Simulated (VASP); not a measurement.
# SnO (P6_3mc) in VASP: single point with PBE

Aim: the single point of SnO with PBE.

Program: VASP 6.6.1. These are calculated values, not measurements. Logs are shortened: lines on timing, memory, paths and dates and some standing lists are left out, and cuts for length are marked.

## (1) The cell of the first run

The structure is hexagonal, space group P6_3mc (No. 186). The conventional cell has a = 3.365 Å, b = 3.365 Å, c = 8.953 Å, α = 90.00°, β = 90.00°, γ = 120.00°. Within 2.9 Å of Sn (site symmetry 3m) lie 3 O at 2.20 Å. Within 2.9 Å of O (site symmetry 3m) lie 3 Sn at 2.20 Å.

## (2) Single point, PBE

INCAR

```
SYSTEM = SnO
PREC = Accurate ; ENCUT = 1340
EDIFF = 1E-6 ; ISMEAR = 0
SIGMA = 0.1 ; LREAL = .FALSE.
LASPH = .TRUE. ; NELM = 120
ALGO = Normal ; ISIF = 2
LWAVE = .FALSE. ; LCHARG = .FALSE.
GGA = PE ; NBANDS = 28
GGA_COMPAT = .FALSE.
```

KPOINTS

```
Automatic mesh
0
G
  6 6 4
  0 0 0
```

POSCAR

```
SnO
1.0
    3.3651750474      0.0000000000      0.0000000000
   -1.6825875237      2.9143270792      0.0000000000
    0.0000000000      0.0000000000      8.9534353175
Sn O
2 2
Direct
    0.0000000000      0.0000000000     -0.0043865565
    0.3333333333      0.6666666667      0.4956134435
    0.0000000000      0.0000000000      0.3793870566
    0.3333333333      0.6666666667      0.8793870566
```

Potentials or basis: VASP PAW PBE potentials, release 64 (Sn_d, O_h).

Started as:

```bash
> cat potpaw_PBE.64/Sn_d/POTCAR potpaw_PBE.64/O_h/POTCAR > POTCAR
> mpirun -np 1 vasp_std > vasp.out
```

OUTCAR:

```text
SYSTEM = SnO
   PREC = Accurate
   ENCUT = 1340
   EDIFF = 1E-6
   ISMEAR = 0
   LREAL = .FALSE.
   LASPH = .TRUE.
   NELM = 120
   ISIF = 2
   GGA = PE

 ion  position               nearest neighbor table
   1  0.000  0.000  0.996-   4 2.20   4 2.20   4 2.20
   2  0.333  0.667  0.496-   3 2.20   3 2.20   3 2.20
   3  0.000  0.000  0.379-   2 2.20   2 2.20   2 2.20
   4  0.333  0.667  0.879-   1 2.20   1 2.20   1 2.20

  LATTYP: Found a hexagonal cell.
 ALAT       =     3.3651750474
 C/A-ratio  =     2.6606150323

  Lattice vectors:

 A1 = (   3.3651750474,   0.0000000000,   0.0000000000)
 A2 = (  -1.6825875237,   2.9143270792,   0.0000000000)
 A3 = (   0.0000000000,   0.0000000000,   8.9534353175)

Analysis of symmetry for initial positions (statically):
=====================================================================
 Subroutine PRICEL returns:
 Original cell was already a primitive cell.

 Routine SETGRP: Setting up the symmetry group for a
 hexagonal supercell.

 Subroutine GETGRP returns: Found 12 space group operations
 (whereof  6 operations were pure point group operations)
 out of a pool of 24 trial point group operations.

The static configuration has the point symmetry C_3v.
 The point group associated with its full space group is C_6v.

Analysis of symmetry for dynamics (positions and initial velocities):
=====================================================================
 Subroutine PRICEL returns:
 Original cell was already a primitive cell.

 Routine SETGRP: Setting up the symmetry group for a
 hexagonal supercell.

 Subroutine GETGRP returns: Found 12 space group operations
 (whereof  6 operations were pure point group operations)
 out of a pool of 24 trial point group operations.

The dynamic configuration has the point symmetry C_3v.
 The point group associated with its full space group is C_6v.

 Subroutine INISYM returns: Found 12 space group operations
 (whereof  6 operations are pure point group operations),
 and found     1 'primitive' translations

----------------------------------------------------------------------------------------

                                     Primitive cell

  volume of cell :      87.8083

  direct lattice vectors                    reciprocal lattice vectors
     3.365175047  0.000000000  0.000000000     0.297161362  0.171566192  0.000000000
    -1.682587524  2.914327079  0.000000000     0.000000000  0.343132385  0.000000000
     0.000000000  0.000000000  8.953435318     0.000000000  0.000000000  0.111688974

  length of vectors
     3.365175047  3.365175047  8.953435318     0.343132385  0.343132385  0.111688974

  position of ions in fractional coordinates (direct lattice)
     0.000000000  0.000000000  0.995613443
     0.333333333  0.666666667  0.495613443
     0.000000000  0.000000000  0.379387057
     0.333333333  0.666666667  0.879387057

  ion indices of the primitive-cell ions
   primitive index   ion index
                 1           1
                 2           2
                 3           3
                 4           4

----------------------------------------------------------------------------------------

 KPOINTS: Automatic mesh

Automatic generation of k-mesh.
 Grid dimensions read from file:
 generate k-points for:    6    6    4

 Generating k-lattice:

  Cartesian coordinates                     Fractional coordinates (reciprocal lattice)
     0.049526894  0.028594365  0.000000000     0.166666667 -0.000000000  0.000000000
     0.000000000  0.057188731  0.000000000     0.000000000  0.166666667  0.000000000
     0.000000000  0.000000000  0.027922243     0.000000000  0.000000000  0.250000000

  Length of vectors
     0.057188731  0.057188731  0.027922243

  Shift w.r.t. Gamma in fractional coordinates (k-lattice)
     0.000000000  0.000000000  0.000000000

 Subroutine IBZKPT returns following result:
 ===========================================

 Found     21 irreducible k-points:

 Following reciprocal coordinates:
            Coordinates               Weight
  0.000000  0.000000  0.000000      1.000000
  0.166667  0.000000  0.000000      6.000000
  0.333333  0.000000  0.000000      6.000000
  0.500000  0.000000  0.000000      3.000000
  0.166667  0.166667  0.000000      6.000000
  0.333333  0.166667  0.000000     12.000000
[... 13 lines left out ...]
  0.333333  0.166667  0.500000     12.000000
  0.333333  0.333333  0.500000      2.000000
   k-points           NKPTS =     21   k-points in BZ     NKDIM =     21   number of bands    NBANDS=     28
   number of dos      NEDOS =    301   number of ions     NIONS =      4
   total plane-waves  NPLWV = 172800
   dimension x,y,z NGX =    40 NGY =   40 NGZ =  108
   dimension x,y,z NGXF=    80 NGYF=   80 NGZF=  216
   ions per type =               2   2
   NGX,Y,Z   is equivalent  to a cutoff of  19.76, 19.76, 20.05 a.u.
   NGXF,Y,Z  is equivalent  to a cutoff of  39.52, 39.52, 40.11 a.u.
 SYSTEM =  SnO
   PREC   = accura    normal or accurate (medium, high low for compatibility)
   ISTART =      0    job   : 0-new  1-cont  2-samecut
   ICHARG =      2    charge: 1-file 2-atom 10-const
   ISPIN  =      1    spin polarized calculation?
   LNONCOLLINEAR =      F non collinear calculations
   LSORBIT =      F    spin-orbit coupling
   LASPH  =      T    aspherical Exc in radial PAW
   ENCUT  = 1340.0 eV  98.49 Ry    9.92 a.u.  10.04 10.04 26.72*2*pi/ulx,y,z
   NELM   =    120;   NELMIN=  2; NELMDL= -5     # of ELM steps
   EDIFF  = 0.1E-05   stopping-criterion for ELM
   LREAL  =      F    real-space projection
   EDIFFG = 0.1E-04   stopping-criterion for IOM
   NSW    =      0    number of steps for IOM
   IBRION =     -1    ionic relax: 0-MD 1-quasi-New 2-CG
   NFREE  =      0    steps in history (QN), initial steepest desc. (CG)
   ISIF   =      2    stress and relaxation
   ISYM   =      2    0-nonsym 1-usesym 2-fastsym
   POTIM  = 0.5000    time-step for ionic-motion
   TEBEG  =    0.0;   TEEND  =   0.0 temperature during run
   PSTRESS=    0.0 pullay stress
   NELECT =      40.0000    total number of electrons
   NUPDOWN=      -1.0000    fix difference up-down
   EMIN   =  10.00;   EMAX   =-10.00  energy-range for DOS
   EFERMI =   0.00;   METHOD = LEGACY
   ISMEAR =     0;   SIGMA  =   0.10  broadening in eV -4-tet -1-fermi 0-gaus
   EFERMI_NEDOS =   21; number of points for ismear=-14 and -15
   IALGO  =     38    algorithm
   IMIX   =      4    mixing-type and parameters
     AMIX     =   0.40;   BMIX     =  1.00
     AMIX_MAG =   1.60;   BMIX_MAG =  1.00
  volume/ion in A,a.u.               =      21.95       148.14
  Fermi-wavevector in a.u.,A,eV,Ry     =   1.259649  2.380392 21.588583  1.586716
  Thomas-Fermi vector in A             =   2.393198
   LORBIT       =      0    0 simple, 1 ext, 2 COOP (PROOUT), +10 PAW based schemes
   GGA     = PE    functional components
   LHFCALC =     F    Hartree Fock is set to
   AEXX    =    0.0000 exact exchange contribution
   IVDW    =     0    specifies the selected vdW correction
   LEPSILON=     F    determine dielectric tensor
   LRPA    =     F    only Hartree local field effects (RPA)
 non-spin polarized calculation
 Gauss-broadening in eV      SIGMA  =   0.10
  energy-cutoff  :     1340.00
  volume of cell :       87.81
 maximum number of plane-waves:      9834
   NGX = 21   NGY = 21   NGZ = 53

 number of electron      40.0000002 magnetization

 Free energy of the ion-electron system (eV)
  ---------------------------------------------------
  ext. energy  EPLUGINS =         0.00000000
  ---------------------------------------------------
  free energy    TOTEN  =       -21.48951484 eV

  energy without entropy =      -21.48951484  energy(sigma->0) =      -21.48951484

 E-fermi :   4.4647     XC(G=0):  -8.9664

 val. band max:        3.9341644393   @ k =   0.3333   0.3333   0.0000
 cond. band min:       5.3813427656   @ k =   0.0000   0.0000   0.0000
 fundamental gap:      1.4471783263
 Fermi energy:         4.4646888574

 k-point     1 :       0.0000    0.0000    0.0000
  band No.  band energies     occupation
      1     -16.8475      2.00000
      2     -16.8475      2.00000
      3     -16.8474      2.00000
      4     -16.8474      2.00000
      5     -16.8422      2.00000
      6     -16.8385      2.00000
[... 20 lines left out ...]
     27      12.2748      0.00000
     28      15.1721      0.00000

 k-point     2 :       0.1667    0.0000    0.0000
  band No.  band energies     occupation
      1     -16.9434      2.00000
      2     -16.9401      2.00000
      3     -16.8086      2.00000
      4     -16.8085      2.00000
      5     -16.7876      2.00000
      6     -16.7862      2.00000
[... 20 lines left out ...]
     27      11.9783      0.00000
     28      14.8851      0.00000

 k-point     3 :       0.3333    0.0000    0.0000
  band No.  band energies     occupation
      1     -17.0885      2.00000
      2     -17.0861      2.00000
      3     -16.7943      2.00000
      4     -16.7926      2.00000
      5     -16.7414      2.00000
      6     -16.7406      2.00000
[... 20 lines left out ...]
     27      11.9845      0.00000
     28      13.2154      0.00000

 k-point     4 :       0.5000    0.0000    0.0000
  band No.  band energies     occupation
      1     -17.1553      2.00000
      2     -17.1540      2.00000
      3     -16.8114      2.00000
      4     -16.8098      2.00000
      5     -16.7343      2.00000
      6     -16.7330      2.00000
[... 20 lines left out ...]
     27      11.6906      0.00000
     28      12.5365      0.00000

 k-point     5 :       0.1667    0.1667    0.0000
  band No.  band energies     occupation
      1     -17.0386      2.00000
      2     -17.0357      2.00000
      3     -16.7900      2.00000
      4     -16.7898      2.00000
      5     -16.7669      2.00000
      6     -16.7666      2.00000
[... 20 lines left out ...]
     27      12.8321      0.00000
     28      14.0306      0.00000

 k-point     6 :       0.3333    0.1667    0.0000
  band No.  band energies     occupation
      1     -17.1250      2.00000
      2     -17.1235      2.00000
      3     -16.7893      2.00000
      4     -16.7884      2.00000
      5     -16.7539      2.00000
      6     -16.7524      2.00000
[... 370 lines left out ...]
      5     -16.7337      2.00000
      6     -16.7337      2.00000
[... 20 lines left out ...]
     27      11.9625      0.00000
     28      11.9625      0.00000

 k-point    19 :       0.1667    0.1667    0.5000
  band No.  band energies     occupation
      1     -17.0371      2.00000
      2     -17.0371      2.00000
      3     -16.7899      2.00000
      4     -16.7899      2.00000
      5     -16.7667      2.00000
      6     -16.7667      2.00000
[... 20 lines left out ...]
     27      13.3597      0.00000
     28      13.3597      0.00000

 k-point    20 :       0.3333    0.1667    0.5000
  band No.  band energies     occupation
      1     -17.1243      2.00000
      2     -17.1243      2.00000
      3     -16.7889      2.00000
      4     -16.7889      2.00000
      5     -16.7531      2.00000
      6     -16.7531      2.00000
[... 20 lines left out ...]
     27      12.5149      0.00000
     28      12.5149      0.00000

 k-point    21 :       0.3333    0.3333    0.5000
  band No.  band energies     occupation
      1     -17.1259      2.00000
      2     -17.1259      2.00000
      3     -16.7702      2.00000
      4     -16.7702      2.00000
      5     -16.7467      2.00000
      6     -16.7467      2.00000
[... 20 lines left out ...]
     27      13.0065      0.00000
     28      13.0065      0.00000

------------------------ aborting loop because EDIFF is reached ----------------------------------------

  FORCE on cell =-STRESS in cart. coord.  units (eV):
  Direction    XX          YY          ZZ          XY          YZ          ZX
  --------------------------------------------------------------------------------------
  -------------------------------------------------------------------------------------
  Total        0.0568032      0.0568032      0.2016300     -0.0000000      0.0000000      0.0000000
  in kB        1.0364486      1.0364486      3.6790028     -0.0000000      0.0000000      0.0000000
  external PRESSURE =       1.9173000 kB  Pullay stress =       0.0000000 kB

 VOLUME and BASIS-vectors are now :
 -----------------------------------------------------------------------------
  energy-cutoff  :     1340.00
  volume of cell :       87.81
      direct lattice vectors                 reciprocal lattice vectors
     3.365175047  0.000000000  0.000000000     0.297161362  0.171566192  0.000000000
    -1.682587524  2.914327079  0.000000000     0.000000000  0.343132385  0.000000000
     0.000000000  0.000000000  8.953435318     0.000000000  0.000000000  0.111688974

 POSITION                                       TOTAL-FORCE (eV/Angst)
 -----------------------------------------------------------------------------------
      0.00000      0.00000      8.91416        -0.000000      0.000000      0.060465
     -0.00000      1.94288      4.43744         0.000000     -0.000000      0.060465
      0.00000      0.00000      3.39682        -0.000000      0.000000     -0.060465
     -0.00000      1.94288      7.87354         0.000000     -0.000000     -0.060465
 -----------------------------------------------------------------------------------
    total drift:                                0.000000     -0.000000      0.001041

  FREE ENERGIE OF THE ION-ELECTRON SYSTEM (eV)
  ---------------------------------------------------
  free  energy   TOTEN  =       -21.4895148382 eV

  energy  without entropy=      -21.4895148382  energy(sigma->0) =      -21.48951484
```

Wall time 2.3 min (1 thread of Intel Xeon Platinum 8488C (Sapphire Rapids), shared host); peak memory 0.49 GiB.

Results:

```
Free energy            : -21.4895 eV
Pressure               : 0.2 GPa
Largest force          : 0.060 eV/Å
Band gap on the k mesh : 1.45 eV (least direct gap 1.61 eV)
```

Forces on the atoms (eV/Å):
```
Sn   0.000  0.000  0.060
Sn   0.000  0.000  0.060
O    0.000  0.000 -0.060
O    0.000  0.000 -0.060
```

Stress tensor (GPa, compression positive):
```
0.10 0.00 0.00
0.00 0.10 0.00
0.00 0.00 0.37
```

Caveat: spin-orbit coupling is left out, which moves the levels of the heavy elements.
